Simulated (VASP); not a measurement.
# TiSi2 (Immm) in VASP: notebook, part 2 of 2

VASP 6.6.1. Earlier steps stand in the parts before.

## 5. Single point, LDA (atoms shifted along a free coordinate)

File INCAR:

```
PREC = Accurate
ENCUT = 520
EDIFF = 1E-6
ISMEAR = 0
SIGMA = 0.15
LREAL = F
LASPH = T
NELM = 100
ALGO = Normal
ISIF = 2
LWAVE = F
LCHARG = T
LELF = T
LVHAR = T
NBANDS = 17
```

File KPOINTS:

```
regular mesh
0
Gamma
  18 18 18
```

File POSCAR:

```
TiSi2
1.0
   -1.4540925019      1.6852182440      4.1375118505
    1.4540925019     -1.6852182440      4.1375118505
    1.4540925019      1.6852182440     -4.1375118505
Ti Si
1 2
Direct
    0.0000000000      0.0000000000      0.0000000000
    0.3248867003      0.3248867003      0.0000000000
    0.6751132997      0.6751132997      0.0000000000
```

Potentials or basis: VASP PAW LDA potentials, release 64 (Ti_sv, Si).

The run is started by

```
cat potpaw_LDA.64/Ti_sv/POTCAR potpaw_LDA.64/Si/POTCAR > POTCAR
mpirun -np 1 vasp_std > vasp.out
```

OUTCAR:

```text
PREC = Accurate
   ENCUT = 520
   EDIFF = 1E-6
   ISMEAR = 0
   LREAL = F
   LASPH = T
   NELM = 100
   ISIF = 2

 ion  position               nearest neighbor table
   1  0.000  0.000  0.000-   3 2.66   3 2.66   3 2.66   2 2.66   3 2.66   2 2.66   2 2.66   2 2.66
                             2 2.69   3 2.69
   2  0.325  0.325  0.000-   3 2.55   3 2.55   3 2.55   3 2.55   1 2.66   1 2.66   1 2.66   1 2.66
                             1 2.69   3 2.90
   3  0.675  0.675  0.000-   2 2.55   2 2.55   2 2.55   2 2.55   1 2.66   1 2.66   1 2.66   1 2.66
                             1 2.69   2 2.90
[... 680 lines left out ...]
  Direction    XX          YY          ZZ          XY          YZ          ZX
  --------------------------------------------------------------------------------------
  -------------------------------------------------------------------------------------
  Total        0.1970749     -0.3010566      0.2555129      0.0000000      0.0000000      0.0000000
  in kB        7.7856426    -11.8935464     10.0942930      0.0000000      0.0000000      0.0000000
  external PRESSURE =       1.9954631 kB  Pullay stress =       0.0000000 kB

 VOLUME and BASIS-vectors are now :
 -----------------------------------------------------------------------------
  energy-cutoff  :      520.00
  volume of cell :       40.56
      direct lattice vectors                 reciprocal lattice vectors
    -1.454092502  1.685218244  4.137511851     0.000000000  0.296697476  0.120845575
     1.454092502 -1.685218244  4.137511851     0.343857079  0.000000000  0.120845575
     1.454092502  1.685218244 -4.137511851     0.343857079  0.296697476  0.000000000

 POSITION                                       TOTAL-FORCE (eV/Angst)
 -----------------------------------------------------------------------------------
      0.00000      0.00000      0.00000        -0.000000      0.000000      0.000000
      0.00000      0.00000      2.68845        -0.000000      0.000000      0.480754
      0.00000      0.00000      5.58658         0.000000     -0.000000     -0.480754
 -----------------------------------------------------------------------------------
    total drift:                               -0.000000      0.000000      0.000000

  FREE ENERGIE OF THE ION-ELECTRON SYSTEM (eV)
  ---------------------------------------------------
  free  energy   TOTEN  =       -21.9313075155 eV

  energy  without entropy=      -21.9150321973  energy(sigma->0) =      -21.92316986
```

OSZICAR:

```text
N       E                     dE             d eps       ncg     rms          rms(c)
DAV:   1     0.131359117569E+03    0.13136E+03   -0.96246E+03 29426   0.122E+03
DAV:   2    -0.147596209916E+02   -0.14612E+03   -0.14227E+03 30257   0.318E+02
DAV:   3    -0.234561308047E+02   -0.86965E+01   -0.85180E+01 44207   0.714E+01
DAV:   4    -0.236987293511E+02   -0.24260E+00   -0.24185E+00 36755   0.109E+01
DAV:   5    -0.237063883590E+02   -0.76590E-02   -0.76576E-02 45899   0.182E+00    0.128E+01
DAV:   6    -0.223629175542E+02    0.13435E+01   -0.15482E+01 38635   0.340E+01    0.530E+00
DAV:   7    -0.219811063758E+02    0.38181E+00   -0.32247E+00 37412   0.152E+01    0.374E+00
DAV:   8    -0.219458718686E+02    0.35235E-01   -0.47243E-01 35157   0.601E+00    0.117E+00
DAV:   9    -0.219323982513E+02    0.13474E-01   -0.14706E-01 34852   0.372E+00    0.428E-01
DAV:  10    -0.219314501464E+02    0.94810E-03   -0.53761E-03 36401   0.558E-01    0.176E-01
DAV:  11    -0.219313612862E+02    0.88860E-04   -0.31447E-03 39641   0.467E-01    0.126E-01
DAV:  12    -0.219313091296E+02    0.52157E-04   -0.47944E-04 35682   0.228E-01    0.160E-02
DAV:  13    -0.219313079757E+02    0.11539E-05   -0.10720E-05 35556   0.308E-02    0.162E-02
DAV:  14    -0.219313075155E+02    0.46025E-06   -0.23541E-06 31560   0.143E-02
   1 F= -.21931308E+02 E0= -.21923170E+02  d E =-.162753E-01
```

Wall time 7.6 min (1 thread of Intel Xeon 6975P-C (Granite Rapids), shared host); peak memory 0.63 GiB.

What came out:

| Quantity | Value |
| --- | --- |
| Free energy | -21.9313 eV |
| Pressure | 0.2 GPa |
| Largest force | 0.481 eV/Å |
| Band gap on the k mesh | zero (bands 10 and 11 overlap by 2.35 eV) |

Forces in eV/Å, atoms in the order of the input:
```
Ti   0.000  0.000  0.000
Si   0.000  0.000  0.481
Si   0.000  0.000 -0.481
```

Caveat: the cell differs from its parent crystal (atoms shifted along a free coordinate).

## 6. Single point, LDA (atoms shifted along a free coordinate)

File INCAR:

```
PREC     = Accurate       # precision mode
ENCUT    = 520            # plane-wave cutoff, eV
EDIFF    = 1E-6           # SCF threshold, eV
ISMEAR   = 0              # smearing method
SIGMA    = 0.15           # smearing width, eV
LREAL    = False          # projectors in reciprocal space
LASPH    = True           # aspherical terms in the spheres
NELM     = 100            # most SCF steps
ALGO     = Normal         # electronic algorithm
ISIF     = 2              # what is computed and relaxed
LWAVE    = False          # write WAVECAR
LCHARG   = True           # write CHGCAR
LELF     = True           # ELF
LVHAR    = True         
NBANDS   = 17             # bands
```

File KPOINTS:

```
Automatic mesh
0
Gamma
  18 18 18
```

File POSCAR:

```
TiSi2
1.0
   -1.4540925019      1.6852182440      4.1375118505
    1.4540925019     -1.6852182440      4.1375118505
    1.4540925019      1.6852182440     -4.1375118505
Ti Si
1 2
Direct
    0.0000000000      0.0000000000      0.0000000000
    0.3128021428      0.3128021428      0.0000000000
    0.6871978572      0.6871978572      0.0000000000
```

Potentials or basis: VASP PAW LDA potentials, release 64 (Ti_sv, Si).

The run is started by

```
cat potpaw_LDA.64/Ti_sv/POTCAR potpaw_LDA.64/Si/POTCAR > POTCAR
mpirun -np 1 vasp_std > vasp.out
```

OUTCAR:

```text
PREC = Accurate
   ENCUT = 520
   EDIFF = 1E-6
   ISMEAR = 0
   LREAL = False
   LASPH = True
   NELM = 100
   ISIF = 2

 ion  position               nearest neighbor table
   1  0.000  0.000  0.000-   2 2.59   3 2.59   3 2.71   2 2.71   3 2.71   3 2.71   3 2.71   2 2.71
                             2 2.71   2 2.71
   2  0.313  0.313  0.000-   3 2.46   3 2.46   3 2.46   3 2.46   1 2.59   1 2.71   1 2.71   1 2.71
                             1 2.71   3 3.10
   3  0.687  0.687  0.000-   2 2.46   2 2.46   2 2.46   2 2.46   1 2.59   1 2.71   1 2.71   1 2.71
                             1 2.71   2 3.10

  LATTYP: Found a body centered orthorhombic cell.
 ALAT       =     2.9081850038
 B/A-ratio  =     1.1589484450
 C/A-ratio  =     2.8454254768

  Lattice vectors:

 A1 = (  -1.4540925019,   1.6852182440,   4.1375118505)
 A2 = (   1.4540925019,  -1.6852182440,   4.1375118505)
 A3 = (   1.4540925019,   1.6852182440,  -4.1375118505)

Analysis of symmetry for initial positions (statically):
=====================================================================
 Subroutine PRICEL returns:
 Original cell was already a primitive cell.

 Routine SETGRP: Setting up the symmetry group for a
 body centered orthorhombic supercell.

 Subroutine GETGRP returns: Found  8 space group operations
 (whereof  8 operations were pure point group operations)
 out of a pool of  8 trial point group operations.

The static configuration has the point symmetry D_2h.

Analysis of symmetry for dynamics (positions and initial velocities):
=====================================================================
 Subroutine PRICEL returns:
 Original cell was already a primitive cell.

 Routine SETGRP: Setting up the symmetry group for a
 body centered orthorhombic supercell.

 Subroutine GETGRP returns: Found  8 space group operations
 (whereof  8 operations were pure point group operations)
 out of a pool of  8 trial point group operations.

The dynamic configuration has the point symmetry D_2h.

 Subroutine INISYM returns: Found  8 space group operations
 (whereof  8 operations are pure point group operations),
 and found     1 'primitive' translations

----------------------------------------------------------------------------------------

                                     Primitive cell

  volume of cell :      40.5553

  direct lattice vectors                    reciprocal lattice vectors
    -1.454092502  1.685218244  4.137511851     0.000000000  0.296697476  0.120845575
     1.454092502 -1.685218244  4.137511851     0.343857079  0.000000000  0.120845575
     1.454092502  1.685218244 -4.137511851     0.343857079  0.296697476  0.000000000

  length of vectors
     4.698228373  4.698228373  4.698228373     0.320363927  0.364474065  0.454166361

  position of ions in fractional coordinates (direct lattice)
     0.000000000  0.000000000  0.000000000
     0.312802143  0.312802143  0.000000000
     0.687197857  0.687197857  0.000000000

  ion indices of the primitive-cell ions
   primitive index   ion index
                 1           1
                 2           2
                 3           3

----------------------------------------------------------------------------------------

 KPOINTS: Automatic mesh
[... 23 lines left out ...]
 Following reciprocal coordinates:
            Coordinates               Weight
  0.000000  0.000000  0.000000      1.000000
  0.055556  0.000000  0.000000      4.000000
  0.111111  0.000000  0.000000      4.000000
  0.166667  0.000000 -0.000000      4.000000
  0.222222  0.000000 -0.000000      4.000000
  0.277778 -0.000000  0.000000      4.000000
[... 16 lines left out ...]
 -0.333333  0.055556  0.000000      8.000000
 -0.277778  0.055556 -0.000000      8.000000
 [... further k-points ...]
   k-points           NKPTS =    865   k-points in BZ     NKDIM =    865   number of bands    NBANDS=     17
   number of dos      NEDOS =    301   number of ions     NIONS =      3
   total plane-waves  NPLWV =  46656
   dimension x,y,z NGX =    36 NGY =   36 NGZ =   36
   dimension x,y,z NGXF=    72 NGYF=   72 NGZF=   72
   ions per type =               1   2
   NGX,Y,Z   is equivalent  to a cutoff of  12.74, 12.74, 12.74 a.u.
   NGXF,Y,Z  is equivalent  to a cutoff of  25.48, 25.48, 25.48 a.u.
 SYSTEM =  unknown system
   PREC   = accura    normal or accurate (medium, high low for compatibility)
   ISTART =      0    job   : 0-new  1-cont  2-samecut
   ICHARG =      2    charge: 1-file 2-atom 10-const
   ISPIN  =      1    spin polarized calculation?
   LNONCOLLINEAR =      F non collinear calculations
   LSORBIT =      F    spin-orbit coupling
   LASPH  =      T    aspherical Exc in radial PAW
   ENCUT  =  520.0 eV  38.22 Ry    6.18 a.u.   8.74  8.74  8.74*2*pi/ulx,y,z
   NELM   =    100;   NELMIN=  2; NELMDL= -5     # of ELM steps
   EDIFF  = 0.1E-05   stopping-criterion for ELM
   LREAL  =      F    real-space projection
   EDIFFG = 0.1E-04   stopping-criterion for IOM
   NSW    =      0    number of steps for IOM
   IBRION =     -1    ionic relax: 0-MD 1-quasi-New 2-CG
   NFREE  =      0    steps in history (QN), initial steepest desc. (CG)
   ISIF   =      2    stress and relaxation
   ISYM   =      2    0-nonsym 1-usesym 2-fastsym
   POTIM  = 0.5000    time-step for ionic-motion
   TEBEG  =    0.0;   TEEND  =   0.0 temperature during run
   PSTRESS=    0.0 pullay stress
   NELECT =      20.0000    total number of electrons
   NUPDOWN=      -1.0000    fix difference up-down
   EMIN   =  10.00;   EMAX   =-10.00  energy-range for DOS
   EFERMI =   0.00;   METHOD = LEGACY
   ISMEAR =     0;   SIGMA  =   0.15  broadening in eV -4-tet -1-fermi 0-gaus
   EFERMI_NEDOS =   21; number of points for ismear=-14 and -15
   IALGO  =     38    algorithm
   IMIX   =      4    mixing-type and parameters
     AMIX     =   0.40;   BMIX     =  1.00
     AMIX_MAG =   1.60;   BMIX_MAG =  1.00
  volume/ion in A,a.u.               =      13.52        91.23
  Fermi-wavevector in a.u.,A,eV,Ry     =   1.293408  2.444188 22.761259  1.672905
  Thomas-Fermi vector in A             =   2.425056
   LORBIT       =      0    0 simple, 1 ext, 2 COOP (PROOUT), +10 PAW based schemes
   GGA     = CA    functional components
   LHFCALC =     F    Hartree Fock is set to
   AEXX    =    0.0000 exact exchange contribution
   IVDW    =     0    specifies the selected vdW correction
   LEPSILON=     F    determine dielectric tensor
   LRPA    =     F    only Hartree local field effects (RPA)
 non-spin polarized calculation
 Gauss-broadening in eV      SIGMA  =   0.15
  energy-cutoff  :      520.00
  volume of cell :       40.56
 maximum number of plane-waves:      1121
   NGX = 17   NGY = 17   NGZ = 17

 number of electron      20.0000001 magnetization

 Free energy of the ion-electron system (eV)
  ---------------------------------------------------
  ext. energy  EPLUGINS =         0.00000000
  ---------------------------------------------------
  free energy    TOTEN  =       -21.73350439 eV

  energy without entropy =      -21.71373428  energy(sigma->0) =      -21.72361933

 E-fermi :  10.5766     XC(G=0): -12.0374

 val. band max:       10.5759434831   @ k =   0.3889   0.1667  -0.0000
 cond. band min:      10.5781057541   @ k =  -0.3889   0.3889   0.3333
 fundamental gap:      0.0021622709
 Fermi energy:        10.5765551606

 k-point     1 :       0.0000    0.0000    0.0000
  band No.  band energies     occupation
      1     -45.0178      2.00000
      2     -21.7471      2.00000
      3     -21.7048      2.00000
      4     -21.4519      2.00000
      5      -2.6870      2.00000
      6       6.2545      2.00000
[... 457 lines left out ...]
      4     -21.4592      2.00000
      5      -1.5626      2.00000
      6       3.7944      2.00000
[... 9 lines left out ...]
     16      17.6892      0.00000
     17      18.0726      0.00000

 [... further k-points ...]

------------------------ aborting loop because EDIFF is reached ----------------------------------------

  FORCE on cell =-STRESS in cart. coord.  units (eV):
  Direction    XX          YY          ZZ          XY          YZ          ZX
  --------------------------------------------------------------------------------------
  -------------------------------------------------------------------------------------
  Total        0.8503918     -0.4060075      1.0849282     -0.0000000      0.0000000      0.0000000
  in kB       33.5955865    -16.0397354     42.8611818     -0.0000000      0.0000000      0.0000000
  external PRESSURE =      20.1390109 kB  Pullay stress =       0.0000000 kB

 VOLUME and BASIS-vectors are now :
 -----------------------------------------------------------------------------
  energy-cutoff  :      520.00
  volume of cell :       40.56
      direct lattice vectors                 reciprocal lattice vectors
    -1.454092502  1.685218244  4.137511851     0.000000000  0.296697476  0.120845575
     1.454092502 -1.685218244  4.137511851     0.343857079  0.000000000  0.120845575
     1.454092502  1.685218244 -4.137511851     0.343857079  0.296697476  0.000000000

 POSITION                                       TOTAL-FORCE (eV/Angst)
 -----------------------------------------------------------------------------------
      0.00000      0.00000      0.00000        -0.000000     -0.000000     -0.000000
      0.00000      0.00000      2.58845        -0.000000     -0.000000      1.501294
      0.00000      0.00000      5.68658         0.000000      0.000000     -1.501294
 -----------------------------------------------------------------------------------
    total drift:                               -0.000000     -0.000000     -0.000000

  FREE ENERGIE OF THE ION-ELECTRON SYSTEM (eV)
  ---------------------------------------------------
  free  energy   TOTEN  =       -21.7335043869 eV

  energy  without entropy=      -21.7137342815  energy(sigma->0) =      -21.72361933
```

Wall time 5.9 min (1 thread of Intel Xeon 6975P-C (Granite Rapids), shared host); peak memory 0.63 GiB.

What came out:

```yaml
Free_energy: -21.7335 eV
Pressure: 2.0 GPa
Largest_force: 1.501 eV/Å
Band_gap_on_the_k_mesh: zero (bands 10 and 11 overlap by 2.11 eV)
```

Forces in eV/Å, atoms in the order of the input:
```
Ti   0.000  0.000  0.000
Si   0.000  0.000  1.501
Si   0.000  0.000 -1.501
```

Stress tensor (GPa, compression positive):
```
 3.36  0.00  0.00
 0.00 -1.60  0.00
 0.00  0.00  4.29
```

Levels at points of the mesh, in eV from the Fermi level:
```
           k point  band 6  band 7  band 8  band 9  band 10  band 11  band 12  band 13  band 14  band 15
(0.00, 0.00, 0.00)   -4.32   -4.08   -2.81   -0.60     0.31     1.44     2.49     3.82     3.83     3.99
(0.50, 0.00, 0.00)   -9.84   -4.11   -3.69   -0.80     1.09     1.93     2.65     3.65     4.79     4.85
(0.00, 0.50, 0.00)   -8.70   -3.27   -3.17   -0.82    -0.61     0.82     2.05     3.29     4.29     4.79
(0.50, 0.50, 0.00)   -6.13   -5.78   -5.21   -3.20    -1.28    -0.03     2.34     2.93     2.94     3.54
(0.50, 0.50, 0.50)   -8.30   -1.98   -1.63   -0.79     0.50     1.89     1.93     2.56     3.84     3.92
```

Caveat: the cell differs from its parent crystal (atoms shifted along a free coordinate); the stress differs along the axes, from -2 to 4 GPa; forces of over 1 eV/Å act on the atoms, so gaps and moduli don't describe the material at rest.

## 7. The runs side by side

```csv
cell,gap on the mesh (eV),pressure (GPa),largest force (eV/Å)
"a = 4.820 Å, angles 143.9, 138.0, 56.6°, 3 atoms, atomic positions A",none,-6.3,1.08
"a = 4.820 Å, angles 143.9, 138.0, 56.6°, 3 atoms, atomic positions B",none,-9.9,0.05
"a = 4.698 Å, angles 143.9, 138.0, 56.6°, 3 atoms, atomic positions C",none,0.9,0.51
"a = 4.698 Å, angles 143.9, 138.0, 56.6°, 3 atoms, atomic positions D",none,0.2,0.48
"a = 4.698 Å, angles 143.9, 138.0, 56.6°, 3 atoms, atomic positions E",none,2.0,1.50
```

Alike in all rows: task single point; level LDA; potentials or basis VASP PAW LDA potentials, release 64 (Ti_sv, Si); no spin polarisation; k mesh 18 × 18 × 18; cutoff (eV) 520; smearing gaussian 0.15 eV.

Caveats: the cell stands under tension (at least some runs); forces of over 1 eV/Å act on the atoms, so gaps and moduli don't describe the material at rest (at least some runs); the stress differs along the axes, from -2 to 4 GPa (at least some runs).

Total energies depend on the potentials used, so only differences within one code and one set of settings carry meaning.
